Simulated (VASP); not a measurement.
# Ti4O in VASP: notebook

Ti4O is run at these levels: PBE; tasks: relaxation of the atoms.

Everything below comes from runs of VASP 6.6.1. Logs are shortened: lines on timing, memory, paths and dates and some standing lists are left out, and cuts for length are marked.

**1. The cell of the first run**

The cell holds a slab with vacuum, 5 atoms: a = 2.908 Å, b = 4.112 Å, c = 19.654 Å, α = 90.00°, β = 90.00°, γ = 90.00°.

**2. Relaxation of the atoms, PBE**

File INCAR:

```
PREC = Accurate ; ENCUT = 520
EDIFF = 1E-7 ; ISMEAR = 0
SIGMA = 0.1 ; LREAL = F
LASPH = T ; NELM = 60
ALGO = Normal ; ISIF = 2
LWAVE = F ; LCHARG = F
LDIPOL = T ; IDIPOL = 3
DIPOL = 0.5 0.5 0.345 ; GGA = PE
IBRION = 2 ; NSW = 36
EDIFFG = -0.025
```

File KPOINTS:

```
Automatic mesh
0
Gamma
  9 7 1
```

File POSCAR:

```
Ti4O
1.0
    2.9075446938      0.0000000000      0.0000000000
    0.0000000000      4.1118891392      0.0000000000
    0.0000000000      0.0000000000     19.6535692687
Ti O
4 1
Selective dynamics
Direct
    0.5000000000      0.5000000000      0.2035253722  F F F
    0.0000000000      0.0000000000      0.2774952616  F F F
    0.5000000000      0.5000000000      0.3439484703  F F F
    0.0000000000      0.0000000000      0.4148645550  F F F
    0.0000000000      0.3000000000      0.4860984353  F F T
```

Potentials or basis: VASP PAW PBE potentials, release 64 (Ti_sv, O).

Run with:

```sh
$ cat potpaw_PBE.64/Ti_sv/POTCAR potpaw_PBE.64/O/POTCAR > POTCAR
$ mpirun -np 1 vasp_std > vasp.out
```

OUTCAR:

```text
PREC = Accurate
   ENCUT = 520
   EDIFF = 1E-7
   ISMEAR = 0
   LREAL = F
   LASPH = T
   NELM = 60
   ISIF = 2
   GGA = PE
   IBRION = 2
   NSW = 36
   EDIFFG = -0.025

 ion  position               nearest neighbor table
   1  0.500  0.500  0.204-   3 2.76   2 2.91   2 2.91   2 2.91   2 2.91
   2  0.000  0.000  0.277-   4 2.70   3 2.84   3 2.84   3 2.84   3 2.84   1 2.91   1 2.91   1 2.91
                             1 2.91
   3  0.500  0.500  0.344-   1 2.76   2 2.84   2 2.84   2 2.84   2 2.84   4 2.88   4 2.88   4 2.88
                             4 2.88
   4  0.000  0.000  0.415-   5 1.87   2 2.70   3 2.88   3 2.88   3 2.88   3 2.88
   5  0.000  0.300  0.486-   4 1.87

  LATTYP: Found a simple orthorhombic cell.
 ALAT       =     2.9075446938
 B/A-ratio  =     1.4142135624
 C/A-ratio  =     6.7595071920

  Lattice vectors:

 A1 = (   2.9075446938,   0.0000000000,   0.0000000000)
 A2 = (   0.0000000000,   4.1118891392,   0.0000000000)
 A3 = (   0.0000000000,   0.0000000000,  19.6535692687)

Analysis of symmetry for initial positions (statically):
=====================================================================
 Subroutine PRICEL returns:
 Original cell was already a primitive cell.

 Routine SETGRP: Setting up the symmetry group for a
 simple orthorhombic supercell.

 Subroutine GETGRP returns: Found  2 space group operations
 (whereof  2 operations were pure point group operations)
 out of a pool of  8 trial point group operations.

The static configuration has the point symmetry C_1h.

Analysis of symmetry for dynamics (positions and initial velocities):
=====================================================================
 Subroutine PRICEL returns:
 Original cell was already a primitive cell.

 Routine SETGRP: Setting up the symmetry group for a
 simple orthorhombic supercell.

 Subroutine GETGRP returns: Found  2 space group operations
 (whereof  2 operations were pure point group operations)
 out of a pool of  8 trial point group operations.

The dynamic configuration has the point symmetry C_1h.

Analysis of constrained symmetry for selective dynamics:
=====================================================================
 Subroutine PRICEL returns:
 Original cell was already a primitive cell.

 Routine SETGRP: Setting up the symmetry group for a
 simple orthorhombic supercell.

 Subroutine GETGRP returns: Found  2 space group operations
 (whereof  2 operations were pure point group operations)
 out of a pool of  8 trial point group operations.

The constrained configuration has the point symmetry C_1h.

 Subroutine INISYM returns: Found  2 space group operations
 (whereof  2 operations are pure point group operations),
 and found     1 'primitive' translations

----------------------------------------------------------------------------------------

                                     Primitive cell

  volume of cell :     234.9683

  direct lattice vectors                    reciprocal lattice vectors
     2.907544694  0.000000000  0.000000000     0.343932804  0.000000000  0.000000000
     0.000000000  4.111889139  0.000000000     0.000000000  0.243197218  0.000000000
     0.000000000  0.000000000 19.653569269     0.000000000  0.000000000  0.050881343

  length of vectors
     2.907544694  4.111889139 19.653569269     0.343932804  0.243197218  0.050881343

  position of ions in fractional coordinates (direct lattice)
     0.500000000  0.500000000  0.203525372
     0.000000000  0.000000000  0.277495262
     0.500000000  0.500000000  0.343948470
     0.000000000  0.000000000  0.414864555
     0.000000000  0.300000000  0.486098435

  ion indices of the primitive-cell ions
   primitive index   ion index
                 1           1
                 2           2
                 3           3
                 4           4
                 5           5

----------------------------------------------------------------------------------------

 KPOINTS: Automatic mesh

Automatic generation of k-mesh.
 Grid dimensions read from file:
 generate k-points for:    9    7    1

 Generating k-lattice:

  Cartesian coordinates                     Fractional coordinates (reciprocal lattice)
     0.038214756  0.000000000  0.000000000     0.111111111  0.000000000  0.000000000
     0.000000000  0.034742460  0.000000000     0.000000000  0.142857143  0.000000000
     0.000000000  0.000000000  0.050881343     0.000000000  0.000000000  1.000000000

  Length of vectors
     0.038214756  0.034742460  0.050881343

  Shift w.r.t. Gamma in fractional coordinates (k-lattice)
     0.000000000  0.000000000  0.000000000

 Subroutine IBZKPT returns following result:
 ===========================================

 Found     20 irreducible k-points:

 Following reciprocal coordinates:
            Coordinates               Weight
  0.000000  0.000000  0.000000      1.000000
  0.111111  0.000000  0.000000      2.000000
  0.222222  0.000000  0.000000      2.000000
  0.333333  0.000000  0.000000      2.000000
  0.444444  0.000000  0.000000      2.000000
  0.000000  0.142857  0.000000      2.000000
[... 12 lines left out ...]
  0.333333  0.428571  0.000000      4.000000
  0.444444  0.428571  0.000000      4.000000
   k-points           NKPTS =     20   k-points in BZ     NKDIM =     20   number of bands    NBANDS=     32
   number of dos      NEDOS =    301   number of ions     NIONS =      5
   total plane-waves  NPLWV = 115200
   dimension x,y,z NGX =    24 NGY =   32 NGZ =  150
   dimension x,y,z NGXF=    48 NGYF=   64 NGZF=  300
   ions per type =               4   1
   NGX,Y,Z   is equivalent  to a cutoff of  13.72, 12.94, 12.69 a.u.
   NGXF,Y,Z  is equivalent  to a cutoff of  27.45, 25.88, 25.38 a.u.
 SYSTEM =  unknown system
   PREC   = accura    normal or accurate (medium, high low for compatibility)
   ISTART =      0    job   : 0-new  1-cont  2-samecut
   ICHARG =      2    charge: 1-file 2-atom 10-const
   ISPIN  =      1    spin polarized calculation?
   LNONCOLLINEAR =      F non collinear calculations
   LSORBIT =      F    spin-orbit coupling
   LASPH  =      T    aspherical Exc in radial PAW
   ENCUT  =  520.0 eV  38.22 Ry    6.18 a.u.   5.41  7.65 36.54*2*pi/ulx,y,z
   NELM   =     60;   NELMIN=  2; NELMDL= -5     # of ELM steps
   EDIFF  = 0.1E-06   stopping-criterion for ELM
   LREAL  =      F    real-space projection
   EDIFFG = -.3E-01   stopping-criterion for IOM
   NSW    =     36    number of steps for IOM
   IBRION =      2    ionic relax: 0-MD 1-quasi-New 2-CG
   NFREE  =      1    steps in history (QN), initial steepest desc. (CG)
   ISIF   =      2    stress and relaxation
   ISYM   =      2    0-nonsym 1-usesym 2-fastsym
   POTIM  = 0.5000    time-step for ionic-motion
   TEBEG  =    0.0;   TEEND  =   0.0 temperature during run
   PSTRESS=    0.0 pullay stress
   NELECT =      54.0000    total number of electrons
   NUPDOWN=      -1.0000    fix difference up-down
   EMIN   =  10.00;   EMAX   =-10.00  energy-range for DOS
   EFERMI =   0.00;   METHOD = LEGACY
   ISMEAR =     0;   SIGMA  =   0.10  broadening in eV -4-tet -1-fermi 0-gaus
   EFERMI_NEDOS =   21; number of points for ismear=-14 and -15
   IALGO  =     38    algorithm
   IMIX   =      4    mixing-type and parameters
     AMIX     =   0.40;   BMIX     =  1.00
     AMIX_MAG =   1.60;   BMIX_MAG =  1.00
  volume/ion in A,a.u.               =      46.99       317.13
  Fermi-wavevector in a.u.,A,eV,Ry     =   1.002774  1.894968 13.681412  1.005555
  Thomas-Fermi vector in A             =   2.135283
   LORBIT       =      0    0 simple, 1 ext, 2 COOP (PROOUT), +10 PAW based schemes
   GGA     = PE    functional components
   LHFCALC =     F    Hartree Fock is set to
   AEXX    =    0.0000 exact exchange contribution
   IVDW    =     0    specifies the selected vdW correction
   LEPSILON=     F    determine dielectric tensor
   LRPA    =     F    only Hartree local field effects (RPA)
 conjugate gradient relaxation of ions
 non-spin polarized calculation
 Gauss-broadening in eV      SIGMA  =   0.10
  energy-cutoff  :      520.00
  volume of cell :      234.97
 maximum number of plane-waves:      6369
 NGX is ok and might be reduce to    24
   NGX = 11   NGY = 15   NGZ = 73

 dipolmoment           0.000000      0.000000     -0.219270 electrons x Angstroem

--------------------------------------- Ionic step        1  -------------------------------------------

 number of electron      54.0000013 magnetization

 Free energy of the ion-electron system (eV)
  ---------------------------------------------------
  ext. energy  EPLUGINS =         0.00000000
  ---------------------------------------------------
  free energy    TOTEN  =       -35.57240810 eV

  energy without entropy =      -35.53133805  energy(sigma->0) =      -35.55187308

------------------------ aborting loop because EDIFF is reached ----------------------------------------

  FORCE on cell =-STRESS in cart. coord.  units (eV):
  Direction    XX          YY          ZZ          XY          YZ          ZX
  --------------------------------------------------------------------------------------
  -------------------------------------------------------------------------------------
  Total        2.6412109     -5.4382446     -5.6740229      0.0000000     -1.6202236      0.0000000
  in kB       18.0096151    -37.0817390    -38.6894391      0.0000000    -11.0478128      0.0000000
  external PRESSURE =     -19.2538543 kB  Pullay stress =       0.0000000 kB
[... 98 lines left out ...]
  FREE ENERGIE OF THE ION-ELECTRON SYSTEM (eV)
  ---------------------------------------------------
  free  energy   TOTEN  =       -36.2820287485 eV

  energy  without entropy=      -36.2380889117  energy(sigma->0) =      -36.26005883

[... ionic steps 4 to 13 ...]

--------------------------------------- Ionic step       14  -------------------------------------------

 number of electron      54.0000014 magnetization

------------------------ aborting loop because EDIFF is reached ----------------------------------------

  FORCE on cell =-STRESS in cart. coord.  units (eV):
  Direction    XX          YY          ZZ          XY          YZ          ZX
  --------------------------------------------------------------------------------------
  -------------------------------------------------------------------------------------
  Total        2.5698947     -0.3683360      0.1948770      0.0000000      2.9125585      0.0000000
  in kB       17.5233318     -2.5115715      1.3288073      0.0000000     19.8598524      0.0000000
  external PRESSURE =       5.4468559 kB  Pullay stress =       0.0000000 kB
[... 63 lines left out ...]
  energy  without entropy=      -36.2381224465  energy(sigma->0) =      -36.26008227

--------------------------------------- Ionic step       16  -------------------------------------------

 number of electron      54.0000014 magnetization

 dipolmoment           0.000000      0.000000      0.175642 electrons x Angstroem

 Free energy of the ion-electron system (eV)
  ---------------------------------------------------
  ext. energy  EPLUGINS =         0.00000000
  ---------------------------------------------------
  free energy    TOTEN  =       -36.28204787 eV

  energy without entropy =      -36.23811219  energy(sigma->0) =      -36.26008003

 E-fermi :  -0.4915     XC(G=0):  -4.6875

 val. band max:       -0.4927140107   @ k =   0.1111   0.2857   0.0000
 cond. band min:      -0.4748682325   @ k =   0.4444   0.1429   0.0000
 fundamental gap:      0.0178457782
 Fermi energy:        -0.4914987029

 k-point     1 :       0.0000    0.0000    0.0000
  band No.  band energies     occupation
      1     -57.5664      2.00000
      2     -57.3153      2.00000
      3     -57.2119      2.00000
      4     -57.1083      2.00000
      5     -34.0246      2.00000
      6     -33.9824      2.00000
[... 689 lines left out ...]
     31       0.2746      0.00000
     32       0.6781      0.00000

------------------------ aborting loop because EDIFF is reached ----------------------------------------

 vacuum level on the upper side and lower side of the slab       (xc-potential included)         1.170        -1.460

  FORCE on cell =-STRESS in cart. coord.  units (eV):
  Direction    XX          YY          ZZ          XY          YZ          ZX
  --------------------------------------------------------------------------------------
  -------------------------------------------------------------------------------------
  Total        2.5680310     -0.2550818      0.2816537      0.0000000      2.9966434      0.0000000
  in kB       17.5106235     -1.7393255      1.9205113      0.0000000     20.4332013      0.0000000
  external PRESSURE =       5.8972698 kB  Pullay stress =       0.0000000 kB

 VOLUME and BASIS-vectors are now :
 -----------------------------------------------------------------------------
  energy-cutoff  :      520.00
  volume of cell :      234.97
      direct lattice vectors                 reciprocal lattice vectors
     2.907544694  0.000000000  0.000000000     0.343932804  0.000000000  0.000000000
     0.000000000  4.111889139  0.000000000     0.000000000  0.243197218  0.000000000
     0.000000000  0.000000000 19.653569269     0.000000000  0.000000000  0.050881343
[... 11 lines left out ...]
  FREE ENERGIE OF THE ION-ELECTRON SYSTEM (eV)
  ---------------------------------------------------
  free  energy   TOTEN  =       -36.2820478665 eV

  energy  without entropy=      -36.2381121897  energy(sigma->0) =      -36.26008003

 reached required accuracy - stopping structural energy minimisation

 vacuum level on the upper side and lower side of the slab         5.363         2.658
```

Run time: 31 min. Hardware: 1 thread of Intel Xeon Platinum 8488C (Sapphire Rapids), shared host; peak memory 0.41 GiB.

Results:

- Free energy: -36.2820 eV
- Energy gained by relaxing: 141.9 meV/atom
- Ionic steps: 16
- Band gap on the k mesh: zero (bands 27 and 28 overlap by 0.41 eV)

Step by step:
```
step  energy change (eV)  largest force on free atoms (eV/Å)  pressure (GPa)
   1              0.0000                              4.0256           -1.93
   2             -0.5987                              1.9021           -0.56
   3             -0.7096                              0.0353            0.60
   4             -0.7095                              0.0833            0.53
   5             -0.7095                              0.0812            0.53
   6             -0.7095                              0.0762            0.53
   7             -0.7095                              0.0761            0.53
   8             -0.7095                              0.0759            0.53
   9             -0.7095                              0.0755            0.53
  10             -0.7095                              0.0744            0.53
  11             -0.7095                              0.0730            0.53
  12             -0.7095                              0.0703            0.53
  13             -0.7095                              0.0641            0.54
  14             -0.7096                              0.0518            0.54
  15             -0.7096                              0.0270            0.56
  16             -0.7096                              0.0225            0.59
```

Final structure:
```
Ti O
1.0
     2.90754    0.00000    0.00000
     0.00000    4.11189    0.00000
     0.00000    0.00000   19.65357
Ti O
4 1
Direct
  0.50000 0.50000 0.20353
  0.00000 0.00000 0.27750
  0.50000 0.50000 0.34395
  0.00000 0.00000 0.41486
  0.00000 0.30000 0.47048
```

Levels at points of the mesh, in eV from the Fermi level:
| k point | band 24 | band 25 | band 26 | band 27 | band 28 | band 29 | band 30 | band 31 |
| --- | --- | --- | --- | --- | --- | --- | --- | --- |
| (0.00, 0.00, 0.00) | -1.51 | -1.13 | -0.28 | -0.07 | 0.25 | 0.34 | 0.89 | 0.91 |

(Part 1 of 2 ends here.)

The gap in the log of VASP goes by the Fermi energy; the results here count the filled bands.